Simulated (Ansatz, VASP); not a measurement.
# TiC in VASP and in Ansatz

```
Ti C
1.0
     0.00000    2.16637    2.16637
     2.16637    0.00000    2.16637
     2.16637    2.16637    0.00000
Ti C
1 1
Direct
  0.00000 0.00000 0.00000
  0.50000 0.50000 0.50000
```

Alike in both runs: functional PBE; k mesh 22 × 22 × 22; occupations gaussian, width 0.1 eV; no spin polarisation.

Ansatz relaxed the structure, and its values are those at the end. VASP's run is a single point on that final structure, the one shown.

|  | VASP | Ansatz |
| --- | --- | --- |
| version | VASP 6.6.1 | Ansatz 0.2.0 |
| potentials or method | VASP PAW PBE potentials, release 64 (Ti_sv, C), cutoff 520 eV | scalar-relativistic, plane waves, PAW |
| valence electrons in the cell | 16 | 16 |

```tsv
	VASP	Ansatz	Ansatz less VASP
gap on the k mesh at the Fermi level (eV)	none	none	-
pressure (GPa)	0.2	0.0	-0.18
```

A gap of «none» marks a metal or a gap that the smearing closes.
